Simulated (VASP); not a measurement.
# PbS (F-43m) in VASP: notebook

The runs below take PbS through single point, with PBE, LDA.

All numbers are computed with VASP 6.6.1; they aren't measurements. Logs are shortened: lines on timing, memory, paths and dates and some standing lists are left out, and cuts for length are marked.

### 1 The cell of the first run

It takes space group F-43m (No. 216, cubic). The conventional cell has a = 6.602 Å, b = 6.602 Å, c = 6.602 Å, α = 90.00°, β = 90.00°, γ = 90.00°. Pb (site symmetry -43m) has 4 S at 2.86 Å within 3.8 Å. Within 3.8 Å of S (site symmetry -43m) lie 4 Pb at 2.86 Å.

### 2 Single point, PBE

INCAR

```
SYSTEM = PbS
PREC     = Accurate       ! precision mode
ENCUT    = 520            ! plane-wave cutoff, eV
EDIFF    = 1E-6           ! SCF threshold, eV
ISMEAR   = 0              ! smearing method
SIGMA    = 0.01           ! smearing width, eV
LREAL    = .False.        ! projectors in reciprocal space
LASPH    = .True.         ! aspherical terms in the spheres
NELM     = 100            ! most SCF steps
ALGO     = Normal         ! electronic algorithm
ISIF     = 2              ! what is computed and relaxed
LWAVE    = .False.        ! write WAVECAR
LCHARG   = .False.        ! write CHGCAR
GGA      = PE             ! functional
NBANDS   = 17             ! bands
```

KPOINTS

```
regular mesh
0
Gamma
  4 4 4
  0 0 0
```

POSCAR

```
PbS
1.0
    0.0000000000      3.3009774936      3.3009774936
    3.3009774936      0.0000000000      3.3009774936
    3.3009774936      3.3009774936      0.0000000000
Pb S
1 1
Direct
    0.0000000000      0.0000000000      0.0000000000
    0.2500000000      0.2500000000      0.2500000000
```

Potentials or basis: VASP PAW PBE potentials, release 64 (Pb_d, S).

The run is started by

```console
$ cat potpaw_PBE.64/Pb_d/POTCAR potpaw_PBE.64/S/POTCAR > POTCAR
$ mpirun -np 1 vasp_std > vasp.out
```

OUTCAR:

```text
SYSTEM = PbS
   PREC = Accurate
   ENCUT = 520
   EDIFF = 1E-6
   ISMEAR = 0
   LREAL = .False.
   LASPH = .True.
   NELM = 100
   ISIF = 2
   GGA = PE

 ion  position               nearest neighbor table
   1  0.000  0.000  0.000-   2 2.86   2 2.86   2 2.86   2 2.86
   2  0.250  0.250  0.250-   1 2.86   1 2.86   1 2.86   1 2.86

  LATTYP: Found a face centered cubic cell.
 ALAT       =     6.6019549872

  Lattice vectors:

 A1 = (   0.0000000000,   3.3009774936,   3.3009774936)
 A2 = (   3.3009774936,   0.0000000000,   3.3009774936)
 A3 = (   3.3009774936,   3.3009774936,   0.0000000000)

Analysis of symmetry for initial positions (statically):
=====================================================================
 Subroutine PRICEL returns:
 Original cell was already a primitive cell.

 Routine SETGRP: Setting up the symmetry group for a
 face centered cubic supercell.

 Subroutine GETGRP returns: Found 24 space group operations
 (whereof 24 operations were pure point group operations)
 out of a pool of 48 trial point group operations.

The static configuration has the point symmetry T_d .

Analysis of symmetry for dynamics (positions and initial velocities):
=====================================================================
 Subroutine PRICEL returns:
 Original cell was already a primitive cell.

 Routine SETGRP: Setting up the symmetry group for a
 face centered cubic supercell.

 Subroutine GETGRP returns: Found 24 space group operations
 (whereof 24 operations were pure point group operations)
 out of a pool of 48 trial point group operations.

The dynamic configuration has the point symmetry T_d .

 Subroutine INISYM returns: Found 24 space group operations
 (whereof 24 operations are pure point group operations),
 and found     1 'primitive' translations

----------------------------------------------------------------------------------------

                                     Primitive cell

  volume of cell :      71.9379

  direct lattice vectors                    reciprocal lattice vectors
     0.000000000  3.300977494  3.300977494    -0.151470284  0.151470284  0.151470284
     3.300977494  0.000000000  3.300977494     0.151470284 -0.151470284  0.151470284
     3.300977494  3.300977494  0.000000000     0.151470284  0.151470284 -0.151470284

  length of vectors
     4.668287141  4.668287141  4.668287141     0.262354229  0.262354229  0.262354229

[... 62 lines left out ...]
   NELM   =    100;   NELMIN=  2; NELMDL= -5     # of ELM steps
   EDIFF  = 0.1E-05   stopping-criterion for ELM
   LREAL  =      F    real-space projection
   EDIFFG = 0.1E-04   stopping-criterion for IOM
   NSW    =      0    number of steps for IOM
   IBRION =     -1    ionic relax: 0-MD 1-quasi-New 2-CG
   NFREE  =      0    steps in history (QN), initial steepest desc. (CG)
   ISIF   =      2    stress and relaxation
   ISYM   =      2    0-nonsym 1-usesym 2-fastsym
   POTIM  = 0.5000    time-step for ionic-motion
   TEBEG  =    0.0;   TEEND  =   0.0 temperature during run
   PSTRESS=    0.0 pullay stress
   NELECT =      20.0000    total number of electrons
   NUPDOWN=      -1.0000    fix difference up-down
   EMIN   =  10.00;   EMAX   =-10.00  energy-range for DOS
   EFERMI =   0.00;   METHOD = LEGACY
   ISMEAR =     0;   SIGMA  =   0.01  broadening in eV -4-tet -1-fermi 0-gaus
   EFERMI_NEDOS =   21; number of points for ismear=-14 and -15
   IALGO  =     38    algorithm
   IMIX   =      4    mixing-type and parameters
     AMIX     =   0.40;   BMIX     =  1.00
     AMIX_MAG =   1.60;   BMIX_MAG =  1.00
  volume/ion in A,a.u.               =      35.97       242.73
  Fermi-wavevector in a.u.,A,eV,Ry     =   1.068478  2.019131 15.533028  1.141645
  Thomas-Fermi vector in A             =   2.204127
   LORBIT       =      0    0 simple, 1 ext, 2 COOP (PROOUT), +10 PAW based schemes
   GGA     = PE    functional components
   LHFCALC =     F    Hartree Fock is set to
   AEXX    =    0.0000 exact exchange contribution
   IVDW    =     0    specifies the selected vdW correction
   LEPSILON=     F    determine dielectric tensor
   LRPA    =     F    only Hartree local field effects (RPA)
 non-spin polarized calculation
 Gauss-broadening in eV      SIGMA  =   0.01
  energy-cutoff  :      520.00
  volume of cell :       71.94
 maximum number of plane-waves:      1964
 NGX is ok and might be reduce to    36
   NGX = 17   NGY = 17   NGZ = 17

 number of electron      19.9999996 magnetization

 Free energy of the ion-electron system (eV)
  ---------------------------------------------------
  ext. energy  EPLUGINS =         0.00000000
  ---------------------------------------------------
  free energy    TOTEN  =        -8.41054644 eV

  energy without entropy =       -8.41054644  energy(sigma->0) =       -8.41054644

 E-fermi :   2.9303     XC(G=0):  -7.9241

 val. band max:        2.8712255679   @ k =  -0.2500   0.5000   0.2500
 cond. band min:       3.6740614378   @ k =   0.5000   0.5000   0.0000
 fundamental gap:      0.8028358699
 Fermi energy:         2.9303467327

 k-point     1 :       0.0000    0.0000    0.0000
  band No.  band energies     occupation
      1     -13.7756      2.00000
      2     -13.7756      2.00000
      3     -13.7756      2.00000
      4     -13.7395      2.00000
      5     -13.7395      2.00000
      6      -9.7457      2.00000
[... 137 lines left out ...]
      4     -13.7425      2.00000
      5     -13.7347      2.00000
      6      -8.7205      2.00000
[... 9 lines left out ...]
     16      12.4659      0.00000
     17      12.5595      0.00000

------------------------ aborting loop because EDIFF is reached ----------------------------------------

  FORCE on cell =-STRESS in cart. coord.  units (eV):
  Direction    XX          YY          ZZ          XY          YZ          ZX
  --------------------------------------------------------------------------------------
  -------------------------------------------------------------------------------------
  Total        0.2943734      0.2943734      0.2943734     -0.0000000     -0.0000000     -0.0000000
  in kB        6.5561893      6.5561893      6.5561893     -0.0000000     -0.0000000     -0.0000000
  external PRESSURE =       6.5561893 kB  Pullay stress =       0.0000000 kB

 VOLUME and BASIS-vectors are now :
 -----------------------------------------------------------------------------
  energy-cutoff  :      520.00
  volume of cell :       71.94
      direct lattice vectors                 reciprocal lattice vectors
     0.000000000  3.300977494  3.300977494    -0.151470284  0.151470284  0.151470284
     3.300977494  0.000000000  3.300977494     0.151470284 -0.151470284  0.151470284
     3.300977494  3.300977494  0.000000000     0.151470284  0.151470284 -0.151470284

 POSITION                                       TOTAL-FORCE (eV/Angst)
 -----------------------------------------------------------------------------------
      0.00000      0.00000      0.00000        -0.000000      0.000000     -0.000000
      1.65049      1.65049      1.65049         0.000000     -0.000000      0.000000
 -----------------------------------------------------------------------------------
    total drift:                                0.000000      0.000000      0.000000

  FREE ENERGIE OF THE ION-ELECTRON SYSTEM (eV)
  ---------------------------------------------------
  free  energy   TOTEN  =        -8.4105464435 eV

  energy  without entropy=       -8.4105464435  energy(sigma->0) =       -8.41054644
```

stdout:

```text
POSCAR found type information on POSCAR PbS
 POSCAR found :  2 types and       2 ions
 scaLAPACK will be used
 LDA part: xc-table for (Slater+PW92), standard interpolation
 POSCAR, INCAR and KPOINTS ok, starting setup
 FFT: planning ... GRIDC
 FFT: planning ... GRID_SOFT
 FFT: planning ... GRID
 WAVECAR not read
 entering main loop
```

It took 20 s on 1 thread of AMD EPYC 7R13, shared host; peak memory 0.17 GiB.

Results:

| Property | Result |
| --- | --- |
| Free energy | -8.4105 eV |
| Pressure | 0.7 GPa |
| Band gap on the k mesh | 0.80 eV (least direct gap 1.27 eV) |

Levels at points of the mesh, in eV from the valence-band top:
```
           k point  band 7  band 8  band 9  band 10  band 11  band 12  band 13  band 14
(0.00, 0.00, 0.00)   -5.95   -1.73   -1.73    -1.73     2.49     2.49     2.49     5.30
(0.50, 0.00, 0.00)   -7.71   -2.24   -2.24    -1.92     3.20     3.20     3.60     7.07
(0.50, 0.50, 0.00)   -8.11   -2.93   -2.93    -0.47     0.80     5.09     5.09     6.00
```

Caveat: spin-orbit coupling is left out, which moves the levels of the heavy elements. A k mesh can miss the band edges.

### 3 Single point, LDA

This run uses another cell than the first one, of 33.93 Å³/atom.

INCAR

```
SYSTEM = PbS
PREC = Accurate ; ENCUT = 520
EDIFF = 1E-6 ; ISMEAR = -1
SIGMA = 0.02 ; LREAL = .FALSE.
LASPH = .TRUE. ; NELM = 100
ALGO = Normal ; ISIF = 2
LWAVE = .FALSE. ; LCHARG = .FALSE.
NBANDS = 17
```

KPOINTS

```
regular mesh
0
G
  6 6 6
  0 0 0
```

POSCAR

```
PbS
1.0
    0.0000000000      3.2373162089      3.2373162089
    3.2373162089      0.0000000000      3.2373162089
    3.2373162089      3.2373162089      0.0000000000
Pb S
1 1
Direct
    0.0000000000      0.0000000000      0.0000000000
    0.2500000000      0.2500000000      0.2500000000
```

Potentials or basis: VASP PAW LDA potentials, release 64 (Pb_d, S).

The run is started by

```console
$ cat potpaw_LDA.64/Pb_d/POTCAR potpaw_LDA.64/S/POTCAR > POTCAR
$ mpirun -np 1 vasp_std > vasp.out
```

Wall time 28 s (1 thread of AMD EPYC 7R13, shared host); peak memory 0.15 GiB.

Results (log left out):

```yaml
Free_energy: -9.3891 eV
Pressure: 0.0 GPa
Band_gap_on_the_k_mesh: 0.58 eV (least direct gap 1.01 eV)
```

Levels at points of the mesh, in eV from the valence-band top:
| k point | band 7 | band 8 | band 9 | band 10 | band 11 | band 12 | band 13 | band 14 |
| --- | --- | --- | --- | --- | --- | --- | --- | --- |
| (0.00, 0.00, 0.00) | -5.74 | -1.80 | -1.80 | -1.80 | 2.45 | 2.45 | 2.45 | 5.16 |
| (0.50, 0.00, 0.00) | -7.83 | -2.36 | -2.36 | -2.00 | 3.19 | 3.19 | 3.68 | 6.88 |
| (0.50, 0.50, 0.00) | -8.27 | -3.14 | -3.14 | -0.43 | 0.58 | 5.32 | 5.32 | 5.86 |

Caveat: spin-orbit coupling is left out, which moves the levels of the heavy elements. A k mesh can miss the band edges.
